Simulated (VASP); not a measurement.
# Na (Fm-3m) in VASP: a series of runs

Runs on Na. Level: LDA. Tasks: relaxation of cell and atoms.

All numbers are computed with VASP 6.6.1; they aren't measurements. Logs are shortened: lines on timing, memory, paths and dates and some standing lists are left out, and cuts for length are marked.

### 1 The cell of the first run

Symmetry: Fm-3m, No. 225, cubic system. The conventional cell has a = 5.124 Å, b = 5.124 Å, c = 5.124 Å, α = 90.00°, β = 90.00°, γ = 90.00°. Within 4.8 Å of Na (site symmetry m-3m) lie 12 Na at 3.62 Å.

This isn't the form of Na at room conditions, which is bcc.

### 2 Relaxation of cell and atoms, LDA

INCAR reads:

```
SYSTEM = Na
PREC     = Accurate       ! precision mode
ENCUT    = 600            ! plane-wave cutoff, eV
EDIFF    = 1E-6           ! SCF threshold, eV
ISMEAR   = -1             ! smearing method
SIGMA    = 0.1            ! smearing width, eV
LREAL    = .FALSE.        ! projectors in reciprocal space
LASPH    = .TRUE.         ! aspherical terms in the spheres
NELM     = 60             ! most SCF steps
ALGO     = Normal         ! electronic algorithm
ISIF     = 3              ! what is computed and relaxed
LWAVE    = .FALSE.        ! write WAVECAR
LCHARG   = .FALSE.        ! write CHGCAR
IBRION   = 2              ! ionic algorithm
NSW      = 60             ! ionic steps
EDIFFG   = -0.02          ! ionic threshold
```

KPOINTS reads:

```
regular mesh
0
G
  4 4 4
  0 0 0
```

POSCAR reads:

```
Na
1.0
    5.1239682163      0.0000000000      0.0000000000
    0.0000000000      5.1239682163      0.0000000000
    0.0000000000      0.0000000000      5.1239682163
Na
4
Direct
    0.0000000000      0.0000000000      0.0000000000
    0.0000000000      0.5000000000      0.5000000000
    0.5000000000      0.0000000000      0.5000000000
    0.5000000000      0.5000000000      0.0000000000
```

Potentials or basis: VASP PAW LDA potentials, release 64 (Na_pv).

The run is started by

```sh
$ cat potpaw_LDA.64/Na_pv/POTCAR > POTCAR
$ mpirun -np 1 vasp_std > vasp.out
```

OUTCAR:

```text
SYSTEM = Na
   PREC = Accurate
   ENCUT = 600
   EDIFF = 1E-6
   ISMEAR = -1
   LREAL = .FALSE.
   LASPH = .TRUE.
   NELM = 60
   ISIF = 3
   IBRION = 2
   NSW = 60
   EDIFFG = -0.02

 ion  position               nearest neighbor table
   1  0.000  0.000  0.000-
   2  0.000  0.500  0.500-
   3  0.500  0.000  0.500-
   4  0.500  0.500  0.000-

  LATTYP: Found a simple cubic cell.
 ALAT       =     5.1239682163

  Lattice vectors:

 A1 = (   5.1239682163,   0.0000000000,   0.0000000000)
 A2 = (   0.0000000000,   5.1239682163,   0.0000000000)
 A3 = (   0.0000000000,   0.0000000000,   5.1239682163)

Analysis of symmetry for initial positions (statically):
=====================================================================
 Subroutine PRICEL returns following result:

  LATTYP: Found a face centered cubic cell.
 ALAT       =     5.1239682163

  Lattice vectors:

 A1 = (   2.5619841081,  -2.5619841081,   0.0000000000)
 A2 = (   2.5619841081,   0.0000000000,   2.5619841081)
 A3 = (   0.0000000000,  -2.5619841081,   2.5619841082)

   4 primitive cells build up your supercell.

 Routine SETGRP: Setting up the symmetry group for a
 simple cubic supercell.

 Subroutine GETGRP returns: Found 48 space group operations
 (whereof 48 operations were pure point group operations)
 out of a pool of 48 trial point group operations.

The static configuration has the point symmetry O_h .

Analysis of symmetry for dynamics (positions and initial velocities):
=====================================================================
 Subroutine PRICEL returns following result:

  LATTYP: Found a face centered cubic cell.
 ALAT       =     5.1239682163

  Lattice vectors:

 A1 = (   2.5619841081,  -2.5619841081,   0.0000000000)
 A2 = (   2.5619841081,   0.0000000000,   2.5619841081)
 A3 = (   0.0000000000,  -2.5619841081,   2.5619841082)

   4 primitive cells build up your supercell.

 Routine SETGRP: Setting up the symmetry group for a
 simple cubic supercell.

 Subroutine GETGRP returns: Found 48 space group operations
 (whereof 48 operations were pure point group operations)
 out of a pool of 48 trial point group operations.

The dynamic configuration has the point symmetry O_h .

 Subroutine INISYM returns: Found 48 space group operations
 (whereof 48 operations are pure point group operations),
 and found     4 'primitive' translations

----------------------------------------------------------------------------------------

                                     Primitive cell

  volume of cell :      33.6325

  direct lattice vectors                    reciprocal lattice vectors
     2.561984108 -2.561984108  0.000000000     0.195161242 -0.195161242 -0.195161242
     2.561984108  0.000000000  2.561984108     0.195161242  0.195161242  0.195161242
     0.000000000 -2.561984108  2.561984108    -0.195161242 -0.195161242  0.195161242

  length of vectors
     3.623192672  3.623192672  3.623192672     0.338029186  0.338029186  0.338029186

  position of ions in fractional coordinates (direct lattice)
     0.000000000  0.000000000  0.000000000

  ion indices of the primitive-cell ions
   primitive index   ion index
                 1           1

----------------------------------------------------------------------------------------

 KPOINTS: regular mesh

Automatic generation of k-mesh.
 Grid dimensions read from file:
 generate k-points for:    4    4    4

 Generating k-lattice:

  Cartesian coordinates                     Fractional coordinates (reciprocal lattice)
     0.048790310  0.000000000  0.000000000     0.250000000  0.000000000  0.000000000
     0.000000000  0.048790310  0.000000000     0.000000000  0.250000000  0.000000000
     0.000000000  0.000000000  0.048790310     0.000000000  0.000000000  0.250000000

  Length of vectors
     0.048790310  0.048790310  0.048790310

  Shift w.r.t. Gamma in fractional coordinates (k-lattice)
     0.000000000  0.000000000  0.000000000

 Subroutine IBZKPT returns following result:
 ===========================================

 Found     10 irreducible k-points:

 Following reciprocal coordinates:
            Coordinates               Weight
  0.000000  0.000000  0.000000      1.000000
  0.250000  0.000000  0.000000      6.000000
  0.500000  0.000000  0.000000      3.000000
  0.250000  0.250000  0.000000     12.000000
  0.500000  0.250000  0.000000     12.000000
  0.500000  0.500000  0.000000      3.000000
  0.250000  0.250000  0.250000      8.000000
  0.500000  0.250000  0.250000     12.000000
  0.500000  0.500000  0.250000      6.000000
  0.500000  0.500000  0.500000      1.000000
   k-points           NKPTS =     10   k-points in BZ     NKDIM =     10   number of bands    NBANDS=     18
   number of dos      NEDOS =    301   number of ions     NIONS =      4
   total plane-waves  NPLWV =  74088
   dimension x,y,z NGX =    42 NGY =   42 NGZ =   42
   dimension x,y,z NGXF=    84 NGYF=   84 NGZF=   84
   ions per type =               4
   NGX,Y,Z   is equivalent  to a cutoff of  13.63, 13.63, 13.63 a.u.
   NGXF,Y,Z  is equivalent  to a cutoff of  27.25, 27.25, 27.25 a.u.
 SYSTEM =  Na
   PREC   = accura    normal or accurate (medium, high low for compatibility)
   ISTART =      0    job   : 0-new  1-cont  2-samecut
   ICHARG =      2    charge: 1-file 2-atom 10-const
   ISPIN  =      1    spin polarized calculation?
   LNONCOLLINEAR =      F non collinear calculations
   LSORBIT =      F    spin-orbit coupling
   LASPH  =      T    aspherical Exc in radial PAW
   ENCUT  =  600.0 eV  44.10 Ry    6.64 a.u.  10.23 10.23 10.23*2*pi/ulx,y,z
   NELM   =     60;   NELMIN=  2; NELMDL= -5     # of ELM steps
   EDIFF  = 0.1E-05   stopping-criterion for ELM
   LREAL  =      F    real-space projection
   EDIFFG = -.2E-01   stopping-criterion for IOM
   NSW    =     60    number of steps for IOM
   IBRION =      2    ionic relax: 0-MD 1-quasi-New 2-CG
   NFREE  =      1    steps in history (QN), initial steepest desc. (CG)
   ISIF   =      3    stress and relaxation
   ISYM   =      2    0-nonsym 1-usesym 2-fastsym
   POTIM  = 0.5000    time-step for ionic-motion
   TEBEG  =    0.0;   TEEND  =   0.0 temperature during run
   PSTRESS=    0.0 pullay stress
   NELECT =      28.0000    total number of electrons
   NUPDOWN=      -1.0000    fix difference up-down
   EMIN   =  10.00;   EMAX   =-10.00  energy-range for DOS
   EFERMI =   0.00;   METHOD = LEGACY
   ISMEAR =    -1;   SIGMA  =   0.10  broadening in eV -4-tet -1-fermi 0-gaus
   EFERMI_NEDOS =   21; number of points for ismear=-14 and -15
   IALGO  =     38    algorithm
   IMIX   =      4    mixing-type and parameters
     AMIX     =   0.40;   BMIX     =  1.00
     AMIX_MAG =   1.60;   BMIX_MAG =  1.00
  volume/ion in A,a.u.               =      33.63       226.96
  Fermi-wavevector in a.u.,A,eV,Ry     =   0.970185  1.833383 12.806597  0.941258
  Thomas-Fermi vector in A             =   2.100299
   LORBIT       =      0    0 simple, 1 ext, 2 COOP (PROOUT), +10 PAW based schemes
   GGA     = CA    functional components
   LHFCALC =     F    Hartree Fock is set to
   AEXX    =    0.0000 exact exchange contribution
   IVDW    =     0    specifies the selected vdW correction
   LEPSILON=     F    determine dielectric tensor
   LRPA    =     F    only Hartree local field effects (RPA)
 conjugate gradient relaxation of ions
 non-spin polarized calculation
  energy-cutoff  :      600.00
  volume of cell :      134.53
 maximum number of plane-waves:      4524
 NGX is ok and might be reduce to    42
   NGX = 21   NGY = 21   NGZ = 21

 number of electron      28.0000027 magnetization

 Free energy of the ion-electron system (eV)
  ---------------------------------------------------
  ext. energy  EPLUGINS =         0.00000000
  ---------------------------------------------------
  free energy    TOTEN  =        -5.78876375 eV

  energy without entropy =       -5.71359420  energy(sigma->0) =       -5.75117898

 E-fermi :   0.4396     XC(G=0):  -7.0065

 val. band max:        0.1862293742   @ k =   0.2500   0.0000   0.0000
 cond. band min:       0.5313938343   @ k =   0.2500   0.2500   0.0000
 fundamental gap:      0.3451644601
 Fermi energy:         0.4396488282

 k-point     1 :       0.0000    0.0000    0.0000
  band No.  band energies     occupation
      1     -24.4697      2.00000
      2     -24.4697      2.00000
      3     -24.4697      2.00000
      4     -24.4405      2.00000
      5     -24.4405      2.00000
      6     -24.4405      2.00000
[... 10 lines left out ...]
     17       2.8868      0.00000
     18       2.8868      0.00000

 k-point     2 :       0.2500    0.0000    0.0000
  band No.  band energies     occupation
      1     -24.4654      2.00000
      2     -24.4654      2.00000
      3     -24.4630      2.00000
      4     -24.4447      2.00000
      5     -24.4447      2.00000
      6     -24.4407      2.00000
[... 10 lines left out ...]
     17       3.1944      0.00000
     18       3.1944      0.00000

 k-point     3 :       0.5000    0.0000    0.0000
  band No.  band energies     occupation
      1     -24.4550      2.00000
      2     -24.4550      2.00000
      3     -24.4550      2.00000
      4     -24.4550      2.00000
      5     -24.4465      2.00000
      6     -24.4465      2.00000
[... 10 lines left out ...]
     17       3.5869      0.00000
     18       3.5875      0.00000

 k-point     4 :       0.2500    0.2500    0.0000
  band No.  band energies     occupation
      1     -24.4620      2.00000
      2     -24.4620      2.00000
      3     -24.4613      2.00000
      4     -24.4512      2.00000
      5     -24.4418      2.00000
      6     -24.4418      2.00000
[... 81 lines left out ...]
      4     -24.4595      2.00000
      5     -24.4420      2.00000
      6     -24.4420      2.00000
[... 10 lines left out ...]
     17       2.1675      0.00000
     18       2.1675      0.00000

 k-point     9 :       0.5000    0.5000    0.2500
  band No.  band energies     occupation
      1     -24.4671      2.00000
      2     -24.4671      2.00000
      3     -24.4671      2.00000
      4     -24.4671      2.00000
      5     -24.4344      2.00000
      6     -24.4344      2.00000
[... 10 lines left out ...]
     17       2.9663      0.00000
     18       2.9663      0.00000

 k-point    10 :       0.5000    0.5000    0.5000
  band No.  band energies     occupation
      1     -24.4727      2.00000
      2     -24.4727      2.00000
      3     -24.4727      2.00000
      4     -24.4727      2.00000
      5     -24.4290      2.00000
      6     -24.4290      2.00000
[... 10 lines left out ...]
     17       1.4598      0.00007
     18       1.4598      0.00007

------------------------ aborting loop because EDIFF is reached ----------------------------------------

  FORCE on cell =-STRESS in cart. coord.  units (eV):
  Direction    XX          YY          ZZ          XY          YZ          ZX
  --------------------------------------------------------------------------------------
  -------------------------------------------------------------------------------------
  Total       -0.0179025     -0.0179025     -0.0179025      0.0000000     -0.0000000      0.0000000
  in kB       -0.2132082     -0.2132082     -0.2132082      0.0000000     -0.0000000      0.0000000
  external PRESSURE =      -0.2132082 kB  Pullay stress =       0.0000000 kB

 VOLUME and BASIS-vectors are now :
 -----------------------------------------------------------------------------
  energy-cutoff  :      600.00
  volume of cell :      134.53
      direct lattice vectors                 reciprocal lattice vectors
     5.123968216  0.000000000  0.000000000     0.195161242  0.000000000  0.000000000
     0.000000000  5.123968216  0.000000000     0.000000000  0.195161242  0.000000000
     0.000000000  0.000000000  5.123968216     0.000000000  0.000000000  0.195161242

 POSITION                                       TOTAL-FORCE (eV/Angst)
 -----------------------------------------------------------------------------------
      0.00000      0.00000      0.00000         0.000000      0.000000     -0.000000
      0.00000      2.56198      2.56198        -0.000000      0.000000      0.000000
      2.56198      0.00000      2.56198         0.000000      0.000000     -0.000000
      2.56198      2.56198      0.00000        -0.000000     -0.000000     -0.000000
 -----------------------------------------------------------------------------------
    total drift:                                0.000000     -0.000000     -0.000000

  FREE ENERGIE OF THE ION-ELECTRON SYSTEM (eV)
  ---------------------------------------------------
  free  energy   TOTEN  =        -5.7887637534 eV

  energy  without entropy=       -5.7135942000  energy(sigma->0) =       -5.75117898

 reached required accuracy - stopping structural energy minimisation
```

Wall time 10 s (1 thread of Intel Xeon 6975P-C (Granite Rapids), shared host); peak memory 0.2 GiB.

Results:

* Free energy: -5.7888 eV
* Pressure after relaxing: 0.0 GPa
* Band gap on the k mesh: zero (bands 14 and 15 overlap by 2.48 eV)

Final structure:
```cif
data_structure
_symmetry_space_group_name_H-M 'P 1'
_symmetry_Int_Tables_number 1
_cell_length_a 5.1240
_cell_length_b 5.1240
_cell_length_c 5.1240
_cell_angle_alpha 90.000
_cell_angle_beta 90.000
_cell_angle_gamma 90.000
_cell_volume 134.53
loop_
_atom_site_label
_atom_site_type_symbol
_atom_site_fract_x
_atom_site_fract_y
_atom_site_fract_z
_atom_site_occupancy
Na1 Na 0.00000 0.00000 0.00000 1
Na2 Na 0.00000 0.50000 0.50000 1
Na3 Na 0.50000 0.00000 0.50000 1
Na4 Na 0.50000 0.50000 0.00000 1
```

Caveat: the relaxation stopped at its first step, so nothing moved.

### 3 Relaxation of cell and atoms, LDA

This run uses another cell than the first one, of 39.15 Å³/atom.

INCAR reads:

```
SYSTEM = Na
ALGO = Normal ; EDIFF = 1E-6
EDIFFG = -0.02 ; ENCUT = 600
IBRION = 2 ; ISIF = 3
ISMEAR = -1 ; LASPH = .True.
LCHARG = .False. ; LREAL = .False.
LWAVE = .False. ; NELM = 100
NSW = 60 ; PREC = Accurate
SIGMA = 0.1
```

KPOINTS reads:

```
k-points
0
Gamma
  4 4 4
  0 0 0
```

POSCAR reads:

```
Na
1.0
    5.3900000000      0.0000000000      0.0000000000
    0.0000000000      5.3900000000      0.0000000000
    0.0000000000      0.0000000000      5.3900000000
Na
4
Direct
    0.0000000000      0.0000000000      0.0000000000
    0.0000000000      0.5000000000      0.5000000000
    0.5000000000      0.0000000000      0.5000000000
    0.5000000000      0.5000000000      0.0000000000
```

Potentials or basis: VASP PAW LDA potentials, release 64 (Na_pv).

The run is started by

```sh
$ cat potpaw_LDA.64/Na_pv/POTCAR > POTCAR
$ mpirun -np 1 vasp_std > vasp.out
```

OUTCAR:

```text
SYSTEM = Na
   EDIFF = 1E-6
   EDIFFG = -0.02
   ENCUT = 600
   IBRION = 2
   ISIF = 3
   ISMEAR = -1
   LASPH = .True.
   LREAL = .False.
   NELM = 100
   NSW = 60
   PREC = Accurate

 ion  position               nearest neighbor table
   1  0.000  0.000  0.000-
   2  0.000  0.500  0.500-
   3  0.500  0.000  0.500-
   4  0.500  0.500  0.000-

  LATTYP: Found a simple cubic cell.
 ALAT       =     5.3900000000

  Lattice vectors:

 A1 = (   5.3900000000,   0.0000000000,   0.0000000000)
 A2 = (   0.0000000000,   5.3900000000,   0.0000000000)
 A3 = (   0.0000000000,   0.0000000000,   5.3900000000)

Analysis of symmetry for initial positions (statically):
[... 183 lines left out ...]
  --------------------------------------------------------------------------------------
  -------------------------------------------------------------------------------------
  Total       -1.0152036     -1.0152036     -1.0152036     -0.0000000      0.0000000     -0.0000000
  in kB      -10.3871743    -10.3871743    -10.3871743     -0.0000000      0.0000000     -0.0000000
  external PRESSURE =     -10.3871743 kB  Pullay stress =       0.0000000 kB
[... 63 lines left out ...]
--------------------------------------- Ionic step        3  -------------------------------------------

 number of electron      28.0000012 magnetization

 Free energy of the ion-electron system (eV)
  ---------------------------------------------------
  ext. energy  EPLUGINS =         0.00000000
  ---------------------------------------------------
  free energy    TOTEN  =        -5.79083772 eV

  energy without entropy =       -5.71556086  energy(sigma->0) =       -5.75319929

 E-fermi :   0.4323     XC(G=0):  -6.9996

 val. band max:        0.1792386840   @ k =   0.2500   0.0000   0.0000
 cond. band min:       0.5239333078   @ k =   0.2500   0.2500   0.0000
 fundamental gap:      0.3446946237
 Fermi energy:         0.4323128794

 k-point     1 :       0.0000    0.0000    0.0000
  band No.  band energies     occupation
      1     -24.4784      2.00000
      2     -24.4784      2.00000
      3     -24.4784      2.00000
      4     -24.4494      2.00000
      5     -24.4494      2.00000
      6     -24.4494      2.00000
[... 230 lines left out ...]
  FREE ENERGIE OF THE ION-ELECTRON SYSTEM (eV)
  ---------------------------------------------------
  free  energy   TOTEN  =        -5.7908377162 eV

  energy  without entropy=       -5.7155608610  energy(sigma->0) =       -5.75319929

 reached required accuracy - stopping structural energy minimisation
```

CONTCAR:

```text
Na
   1.00000000000000
     5.1279819998301965   -0.0000000000000000   -0.0000000000000000
    -0.0000000000000000    5.1279819998301965   -0.0000000000000000
     0.0000000000000000    0.0000000000000000    5.1279819998301965
  Na
     4
Direct
     0.0000000000000000    0.0000000000000000    0.0000000000000000
     0.0000000000000000    0.5000000000000000    0.5000000000000000
     0.5000000000000000    0.0000000000000000    0.5000000000000000
     0.5000000000000000    0.5000000000000000    0.0000000000000000

  0.00000000E+00  0.00000000E+00  0.00000000E+00
  0.00000000E+00  0.00000000E+00  0.00000000E+00
  0.00000000E+00  0.00000000E+00  0.00000000E+00
  0.00000000E+00  0.00000000E+00  0.00000000E+00
```

Run time: 28 s. Hardware: 1 thread of Intel Xeon 6975P-C (Granite Rapids), shared host; peak memory 0.25 GiB.

Results:

```
Free energy                           : -5.7908 eV
Relaxed volume                        : 33.71 Å³/atom
Relaxed cell                          : a = 5.128 Å, b = 5.128 Å, c = 5.128 Å, α = 90.00°, β = 90.00°, γ = 90.00°
Space group after relaxing (to 0.1 Å) : Fm-3m (No. 225)
Energy gained by relaxing             : 20.7 meV/atom
Ionic steps                           : 3
Pressure after relaxing               : -0.1 GPa
Band gap on the k mesh                : zero (bands 14 and 15 overlap by 2.48 eV)
```

The path:
```csv
step,energy change (eV),largest force (eV/Å),pressure (GPa),volume (Å³)
1,0.0000,0.0000,-1.04,156.59
2,-0.0336,0.0000,-0.86,150.91
3,-0.0827,0.0000,-0.06,134.85
```

Final structure:
```xyz
4
Lattice="5.1280 0.0000 0.0000 0.0000 5.1280 0.0000 0.0000 0.0000 5.1280" Properties=species:S:1:pos:R:3 pbc="T T T"
Na    0.0000    0.0000    0.0000
Na    0.0000    2.5640    2.5640
Na    2.5640    0.0000    2.5640
Na    2.5640    2.5640    0.0000
```
